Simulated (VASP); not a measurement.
# GaAs (F-43m) in VASP: notebook

The runs below take GaAs through single point, with PBE.

Everything below comes from runs of VASP 6.6.1. Logs are shortened: lines on timing, memory, paths and dates and some standing lists are left out, and cuts for length are marked.

## Step 1: The cell of the first run

It takes space group F-43m (No. 216, cubic). The conventional cell has a = 5.666 Å, b = 5.666 Å, c = 5.666 Å, α = 90.00°, β = 90.00°, γ = 90.00°. Ga (site symmetry -43m) has 4 As at 2.45 Å within 3.2 Å. As (site symmetry -43m) has 4 Ga at 2.45 Å within 3.2 Å.

## Step 2: Single point, PBE

Input file INCAR:

```
SYSTEM = GaAs
ALGO     = Normal         ! electronic algorithm
EDIFF    = 1E-6           ! SCF threshold, eV
ENCUT    = 520            ! plane-wave cutoff, eV
GGA      = PE             ! functional
ISIF     = 2              ! what is computed and relaxed
ISMEAR   = 0              ! smearing method
LASPH    = .TRUE.         ! aspherical terms in the spheres
LCHARG   = .FALSE.        ! write CHGCAR
LREAL    = .FALSE.        ! projectors in reciprocal space
LWAVE    = .FALSE.        ! write WAVECAR
NBANDS   = 16             ! bands
NELM     = 100            ! most SCF steps
PREC     = Accurate       ! precision mode
SIGMA    = 0.01           ! smearing width, eV
```

Input file KPOINTS:

```
k-points
0
G
  4 4 4
  0 0 0
```

Input file POSCAR:

```
GaAs
1.0
    0.0000000000      2.8330831656      2.8330831656
    2.8330831656      0.0000000000      2.8330831656
    2.8330831656      2.8330831656      0.0000000000
Ga As
1 1
Direct
    0.0000000000      0.0000000000      0.0000000000
    0.2500000000      0.2500000000      0.2500000000
```

Potentials or basis: VASP PAW PBE potentials, release 64 (Ga_d, As).

On the command line:

```
cat potpaw_PBE.64/Ga_d/POTCAR potpaw_PBE.64/As/POTCAR > POTCAR
mpirun -np 1 vasp_std > vasp.out
```

OUTCAR:

```text
SYSTEM = GaAs
   EDIFF = 1E-6
   ENCUT = 520
   GGA = PE
   ISIF = 2
   ISMEAR = 0
   LASPH = .TRUE.
   LREAL = .FALSE.
   NELM = 100
   PREC = Accurate

 ion  position               nearest neighbor table
   1  0.000  0.000  0.000-   2 2.45   2 2.45   2 2.45   2 2.45
   2  0.250  0.250  0.250-   1 2.45   1 2.45   1 2.45   1 2.45

  LATTYP: Found a face centered cubic cell.
 ALAT       =     5.6661663312

  Lattice vectors:

 A1 = (   0.0000000000,   2.8330831656,   2.8330831656)
 A2 = (   2.8330831656,   0.0000000000,   2.8330831656)
 A3 = (   2.8330831656,   2.8330831656,   0.0000000000)

Analysis of symmetry for initial positions (statically):
=====================================================================
 Subroutine PRICEL returns:
 Original cell was already a primitive cell.

 Routine SETGRP: Setting up the symmetry group for a
 face centered cubic supercell.

 Subroutine GETGRP returns: Found 24 space group operations
 (whereof 24 operations were pure point group operations)
 out of a pool of 48 trial point group operations.

The static configuration has the point symmetry T_d .

Analysis of symmetry for dynamics (positions and initial velocities):
=====================================================================
 Subroutine PRICEL returns:
 Original cell was already a primitive cell.

 Routine SETGRP: Setting up the symmetry group for a
 face centered cubic supercell.

 Subroutine GETGRP returns: Found 24 space group operations
 (whereof 24 operations were pure point group operations)
 out of a pool of 48 trial point group operations.

The dynamic configuration has the point symmetry T_d .

 Subroutine INISYM returns: Found 24 space group operations
 (whereof 24 operations are pure point group operations),
 and found     1 'primitive' translations

----------------------------------------------------------------------------------------

                                     Primitive cell

  volume of cell :      45.4787

  direct lattice vectors                    reciprocal lattice vectors
     0.000000000  2.833083166  2.833083166    -0.176486171  0.176486171  0.176486171
     2.833083166  0.000000000  2.833083166     0.176486171 -0.176486171  0.176486171
     2.833083166  2.833083166  0.000000000     0.176486171  0.176486171 -0.176486171

  length of vectors
     4.006584636  4.006584636  4.006584636     0.305683015  0.305683015  0.305683015

  position of ions in fractional coordinates (direct lattice)
     0.000000000  0.000000000  0.000000000
     0.250000000  0.250000000  0.250000000

  ion indices of the primitive-cell ions
   primitive index   ion index
                 1           1
                 2           2

----------------------------------------------------------------------------------------

 KPOINTS: k-points

Automatic generation of k-mesh.
 Grid dimensions read from file:
 generate k-points for:    4    4    4

 Generating k-lattice:

  Cartesian coordinates                     Fractional coordinates (reciprocal lattice)
    -0.044121543  0.044121543  0.044121543     0.250000000  0.000000000  0.000000000
     0.044121543 -0.044121543  0.044121543     0.000000000  0.250000000  0.000000000
     0.044121543  0.044121543 -0.044121543     0.000000000  0.000000000  0.250000000

  Length of vectors
     0.076420754  0.076420754  0.076420754

  Shift w.r.t. Gamma in fractional coordinates (k-lattice)
     0.000000000  0.000000000  0.000000000

 Subroutine IBZKPT returns following result:
 ===========================================

 Found      8 irreducible k-points:

 Following reciprocal coordinates:
            Coordinates               Weight
  0.000000  0.000000  0.000000      1.000000
  0.250000  0.000000  0.000000      8.000000
  0.500000  0.000000  0.000000      4.000000
  0.250000  0.250000  0.000000      6.000000
  0.500000  0.250000  0.000000     24.000000
 -0.250000  0.250000  0.000000     12.000000
  0.500000  0.500000  0.000000      3.000000
 -0.250000  0.500000  0.250000      6.000000
   k-points           NKPTS =      8   k-points in BZ     NKDIM =      8   number of bands    NBANDS=     16
   number of dos      NEDOS =    301   number of ions     NIONS =      2
   total plane-waves  NPLWV =  27000
   dimension x,y,z NGX =    30 NGY =   30 NGZ =   30
   dimension x,y,z NGXF=    60 NGYF=   60 NGZF=   60
   ions per type =               1   1
   NGX,Y,Z   is equivalent  to a cutoff of  12.45, 12.45, 12.45 a.u.
   NGXF,Y,Z  is equivalent  to a cutoff of  24.90, 24.90, 24.90 a.u.
 SYSTEM =  GaAs
   PREC   = accura    normal or accurate (medium, high low for compatibility)
   ISTART =      0    job   : 0-new  1-cont  2-samecut
   ICHARG =      2    charge: 1-file 2-atom 10-const
   ISPIN  =      1    spin polarized calculation?
   LNONCOLLINEAR =      F non collinear calculations
   LSORBIT =      F    spin-orbit coupling
   LASPH  =      T    aspherical Exc in radial PAW
   ENCUT  =  520.0 eV  38.22 Ry    6.18 a.u.   7.45  7.45  7.45*2*pi/ulx,y,z
   NELM   =    100;   NELMIN=  2; NELMDL= -5     # of ELM steps
   EDIFF  = 0.1E-05   stopping-criterion for ELM
   LREAL  =      F    real-space projection
   EDIFFG = 0.1E-04   stopping-criterion for IOM
   NSW    =      0    number of steps for IOM
   IBRION =     -1    ionic relax: 0-MD 1-quasi-New 2-CG
   NFREE  =      0    steps in history (QN), initial steepest desc. (CG)
   ISIF   =      2    stress and relaxation
   ISYM   =      2    0-nonsym 1-usesym 2-fastsym
   POTIM  = 0.5000    time-step for ionic-motion
   TEBEG  =    0.0;   TEEND  =   0.0 temperature during run
   PSTRESS=    0.0 pullay stress
   NELECT =      18.0000    total number of electrons
   NUPDOWN=      -1.0000    fix difference up-down
   EMIN   =  10.00;   EMAX   =-10.00  energy-range for DOS
   EFERMI =   0.00;   METHOD = LEGACY
   ISMEAR =     0;   SIGMA  =   0.01  broadening in eV -4-tet -1-fermi 0-gaus
   EFERMI_NEDOS =   21; number of points for ismear=-14 and -15
   IALGO  =     38    algorithm
   IMIX   =      4    mixing-type and parameters
     AMIX     =   0.40;   BMIX     =  1.00
     AMIX_MAG =   1.60;   BMIX_MAG =  1.00
  volume/ion in A,a.u.               =      22.74       153.45
  Fermi-wavevector in a.u.,A,eV,Ry     =   1.201978  2.271408 19.657016  1.444750
  Thomas-Fermi vector in A             =   2.337772
   LORBIT       =      0    0 simple, 1 ext, 2 COOP (PROOUT), +10 PAW based schemes
   GGA     = PE    functional components
   LHFCALC =     F    Hartree Fock is set to
   AEXX    =    0.0000 exact exchange contribution
   IVDW    =     0    specifies the selected vdW correction
   LEPSILON=     F    determine dielectric tensor
   LRPA    =     F    only Hartree local field effects (RPA)
 non-spin polarized calculation
 Gauss-broadening in eV      SIGMA  =   0.01
  energy-cutoff  :      520.00
  volume of cell :       45.48
 maximum number of plane-waves:      1243
 NGX is ok and might be reduce to    30
   NGX = 15   NGY = 15   NGZ = 15

 number of electron      17.9999990 magnetization

 Free energy of the ion-electron system (eV)
  ---------------------------------------------------
  ext. energy  EPLUGINS =         0.00000000
  ---------------------------------------------------
  free energy    TOTEN  =        -8.07965912 eV

  energy without entropy =       -8.07965912  energy(sigma->0) =       -8.07965912

 E-fermi :   3.9732     XC(G=0):  -9.5309

 val. band max:        3.9192769039   @ k =   0.0000   0.0000   0.0000
 cond. band min:       4.3782524663   @ k =   0.0000   0.0000   0.0000
 fundamental gap:      0.4589755624
 Fermi energy:         3.9731728759

 k-point     1 :       0.0000    0.0000    0.0000
  band No.  band energies     occupation
      1     -10.9330      2.00000
      2     -10.9330      2.00000
      3     -10.9330      2.00000
      4     -10.8568      2.00000
      5     -10.8568      2.00000
      6      -8.7616      2.00000
[... 8 lines left out ...]
     15      13.9958      0.00000
     16      13.9958      0.00000

 k-point     2 :       0.2500    0.0000    0.0000
  band No.  band energies     occupation
      1     -10.9732      2.00000
      2     -10.9221      2.00000
      3     -10.9221      2.00000
      4     -10.8565      2.00000
      5     -10.8565      2.00000
      6      -8.0753      2.00000
[... 8 lines left out ...]
     15      12.9089      0.00000
     16      12.9089      0.00000

 k-point     3 :       0.5000    0.0000    0.0000
  band No.  band energies     occupation
      1     -11.0079      2.00000
      2     -10.9142      2.00000
      3     -10.9142      2.00000
      4     -10.8530      2.00000
      5     -10.8530      2.00000
      6      -7.0111      2.00000
[... 8 lines left out ...]
     15      15.7325      0.00000
     16      15.7325      0.00000

 k-point     4 :       0.2500    0.2500    0.0000
  band No.  band energies     occupation
      1     -10.9930      2.00000
      2     -10.9097      2.00000
      3     -10.9097      2.00000
      4     -10.8680      2.00000
      5     -10.8506      2.00000
      6      -7.8412      2.00000
[... 8 lines left out ...]
     15      14.9948      0.00000
     16      15.2773      0.00000

 k-point     5 :       0.5000    0.2500    0.0000
  band No.  band energies     occupation
      1     -11.0193      2.00000
      2     -10.9038      2.00000
      3     -10.8987      2.00000
      4     -10.8672      2.00000
      5     -10.8499      2.00000
      6      -6.7225      2.00000
[... 8 lines left out ...]
     15      15.8820      0.00000
     16      16.4468      0.00000

 k-point     6 :      -0.2500    0.2500    0.0000
  band No.  band energies     occupation
      1     -11.0050      2.00000
      2     -10.9105      2.00000
      3     -10.9085      2.00000
      4     -10.8586      2.00000
      5     -10.8564      2.00000
      6      -7.1343      2.00000
[... 8 lines left out ...]
     15      14.2166      0.00000
     16      16.5518      0.00000

 k-point     7 :       0.5000    0.5000    0.0000
  band No.  band energies     occupation
      1     -11.0389      2.00000
      2     -10.8853      2.00000
      3     -10.8853      2.00000
      4     -10.8815      2.00000
      5     -10.8443      2.00000
      6      -6.2728      2.00000
[... 8 lines left out ...]
     15      17.1655      0.00000
     16      17.2235      0.00000

 k-point     8 :      -0.2500    0.5000    0.2500
  band No.  band energies     occupation
      1     -11.0261      2.00000
      2     -10.9030      2.00000
      3     -10.8899      2.00000
      4     -10.8672      2.00000
      5     -10.8528      2.00000
      6      -6.2160      2.00000
[... 8 lines left out ...]
     15      16.0550      0.00000
     16      17.1811      0.00000

------------------------ aborting loop because EDIFF is reached ----------------------------------------

  FORCE on cell =-STRESS in cart. coord.  units (eV):
  Direction    XX          YY          ZZ          XY          YZ          ZX
  --------------------------------------------------------------------------------------
  -------------------------------------------------------------------------------------
  Total        0.9075752      0.9075752      0.9075752      0.0000000      0.0000000      0.0000000
  in kB       31.9731346     31.9731346     31.9731346      0.0000000      0.0000000      0.0000000
  external PRESSURE =      31.9731346 kB  Pullay stress =       0.0000000 kB

 VOLUME and BASIS-vectors are now :
 -----------------------------------------------------------------------------
  energy-cutoff  :      520.00
  volume of cell :       45.48
      direct lattice vectors                 reciprocal lattice vectors
     0.000000000  2.833083166  2.833083166    -0.176486171  0.176486171  0.176486171
     2.833083166  0.000000000  2.833083166     0.176486171 -0.176486171  0.176486171
     2.833083166  2.833083166  0.000000000     0.176486171  0.176486171 -0.176486171

 POSITION                                       TOTAL-FORCE (eV/Angst)
 -----------------------------------------------------------------------------------
      0.00000      0.00000      0.00000        -0.000000     -0.000000     -0.000000
      1.41654      1.41654      1.41654         0.000000      0.000000      0.000000
 -----------------------------------------------------------------------------------
    total drift:                                0.000002      0.000002      0.000002

  FREE ENERGIE OF THE ION-ELECTRON SYSTEM (eV)
  ---------------------------------------------------
  free  energy   TOTEN  =        -8.0796591179 eV

  energy  without entropy=       -8.0796591179  energy(sigma->0) =       -8.07965912
```

It took 6.2 s on 1 thread of Intel Xeon 6975P-C (Granite Rapids), shared host; peak memory 0.16 GiB.

Results:

```
Free energy            : -8.0797 eV
Pressure               : 3.2 GPa
Band gap on the k mesh : 0.46 eV, direct
```

Caveat: the k points lie up to 0.48 Å⁻¹ apart. A hybrid or GW would open this gap; PBE tends to underestimate it.

## Step 3: Single point, PBE

Input file INCAR:

```
PREC = Accurate ; ENCUT = 520
EDIFF = 1E-6 ; ISMEAR = 0
SIGMA = 0.01 ; LREAL = False
LASPH = True ; NELM = 80
ALGO = Normal ; ISIF = 2
LWAVE = False ; LCHARG = True
GGA = PE ; LELF = True
LVHAR = True ; NBANDS = 16
```

Input file KPOINTS:

```
regular mesh
0
Gamma
  4 4 4
```

POSCAR is that of step 2.

Potentials or basis: VASP PAW PBE potentials, release 64 (Ga_d, As).

On the command line:

```
cat potpaw_PBE.64/Ga_d/POTCAR potpaw_PBE.64/As/POTCAR > POTCAR
mpirun -np 1 vasp_std > vasp.out
```

OUTCAR:

```text
PREC = Accurate
   ENCUT = 520
   EDIFF = 1E-6
   ISMEAR = 0
   LREAL = False
   LASPH = True
   NELM = 80
   ISIF = 2
   GGA = PE

 ion  position               nearest neighbor table
   1  0.000  0.000  0.000-   2 2.45   2 2.45   2 2.45   2 2.45
   2  0.250  0.250  0.250-   1 2.45   1 2.45   1 2.45   1 2.45

  LATTYP: Found a face centered cubic cell.
 ALAT       =     5.6661663312

  Lattice vectors:

 A1 = (   0.0000000000,   2.8330831656,   2.8330831656)
 A2 = (   2.8330831656,   0.0000000000,   2.8330831656)
 A3 = (   2.8330831656,   2.8330831656,   0.0000000000)

Analysis of symmetry for initial positions (statically):
=====================================================================
 Subroutine PRICEL returns:
 Original cell was already a primitive cell.

 Routine SETGRP: Setting up the symmetry group for a
 face centered cubic supercell.

 Subroutine GETGRP returns: Found 24 space group operations
 (whereof 24 operations were pure point group operations)
 out of a pool of 48 trial point group operations.

The static configuration has the point symmetry T_d .

[... 142 lines left out ...]
  energy without entropy =       -8.07965912  energy(sigma->0) =       -8.07965912

 E-fermi :   3.9732     XC(G=0):  -9.5309

 val. band max:        3.9192769039   @ k =   0.0000   0.0000   0.0000
 cond. band min:       4.3782524663   @ k =   0.0000   0.0000   0.0000
 fundamental gap:      0.4589755624
 Fermi energy:         3.9731728759

 k-point     1 :       0.0000    0.0000    0.0000
  band No.  band energies     occupation
      1     -10.9330      2.00000
      2     -10.9330      2.00000
      3     -10.9330      2.00000
      4     -10.8568      2.00000
      5     -10.8568      2.00000
      6      -8.7616      2.00000
[... 129 lines left out ...]
      3     -10.8899      2.00000
      4     -10.8672      2.00000
      5     -10.8528      2.00000
      6      -6.2160      2.00000
[... 8 lines left out ...]
     15      16.0550      0.00000
     16      17.1811      0.00000

------------------------ aborting loop because EDIFF is reached ----------------------------------------

  FORCE on cell =-STRESS in cart. coord.  units (eV):
  Direction    XX          YY          ZZ          XY          YZ          ZX
  --------------------------------------------------------------------------------------
  -------------------------------------------------------------------------------------
  Total        0.9075752      0.9075752      0.9075752      0.0000000      0.0000000      0.0000000
  in kB       31.9731346     31.9731346     31.9731346      0.0000000      0.0000000      0.0000000
  external PRESSURE =      31.9731346 kB  Pullay stress =       0.0000000 kB

 VOLUME and BASIS-vectors are now :
 -----------------------------------------------------------------------------
  energy-cutoff  :      520.00
  volume of cell :       45.48
      direct lattice vectors                 reciprocal lattice vectors
     0.000000000  2.833083166  2.833083166    -0.176486171  0.176486171  0.176486171
     2.833083166  0.000000000  2.833083166     0.176486171 -0.176486171  0.176486171
     2.833083166  2.833083166  0.000000000     0.176486171  0.176486171 -0.176486171

 POSITION                                       TOTAL-FORCE (eV/Angst)
 -----------------------------------------------------------------------------------
      0.00000      0.00000      0.00000        -0.000000     -0.000000     -0.000000
      1.41654      1.41654      1.41654         0.000000      0.000000      0.000000
 -----------------------------------------------------------------------------------
    total drift:                                0.000002      0.000002      0.000002

  FREE ENERGIE OF THE ION-ELECTRON SYSTEM (eV)
  ---------------------------------------------------
  free  energy   TOTEN  =        -8.0796591179 eV

  energy  without entropy=       -8.0796591179  energy(sigma->0) =       -8.07965912
```

OSZICAR:

```text
N       E                     dE             d eps       ncg     rms          rms(c)
DAV:   1     0.815986232424E+02    0.81599E+02   -0.84629E+03   256   0.149E+03
DAV:   2    -0.197545973036E+01   -0.83574E+02   -0.79717E+02   304   0.297E+02
DAV:   3    -0.815843290415E+01   -0.61830E+01   -0.61650E+01   296   0.641E+01
DAV:   4    -0.826211391257E+01   -0.10368E+00   -0.10365E+00   328   0.935E+00
DAV:   5    -0.826368124166E+01   -0.15673E-02   -0.15673E-02   296   0.101E+00    0.295E+00
DAV:   6    -0.809969083897E+01    0.16399E+00   -0.23704E-01   384   0.824E+00    0.178E+00
DAV:   7    -0.807739865566E+01    0.22292E-01   -0.75186E-02   344   0.190E+00    0.586E-01
DAV:   8    -0.807894187028E+01   -0.15432E-02   -0.12641E-02   296   0.126E+00    0.118E-01
DAV:   9    -0.807949513057E+01   -0.55326E-03   -0.11833E-03   304   0.415E-01    0.535E-02
DAV:  10    -0.807959064643E+01   -0.95516E-04   -0.95727E-05   320   0.977E-02    0.300E-02
DAV:  11    -0.807965889800E+01   -0.68252E-04   -0.94183E-05   288   0.733E-02    0.344E-03
DAV:  12    -0.807965911791E+01   -0.21991E-06   -0.15712E-06   320   0.163E-02
   1 F= -.80796591E+01 E0= -.80796591E+01  d E =-.640969E-16
```

It took 7.1 s on 1 thread of Intel Xeon 6975P-C (Granite Rapids), shared host; peak memory 0.15 GiB.

What came out:

- Free energy: -8.0797 eV
- Pressure: 3.2 GPa
- Band gap on the k mesh: 0.46 eV, direct

Caveat: the k points lie up to 0.48 Å⁻¹ apart. Expect the measured gap to be larger: semilocal functionals such as PBE lack the derivative discontinuity.
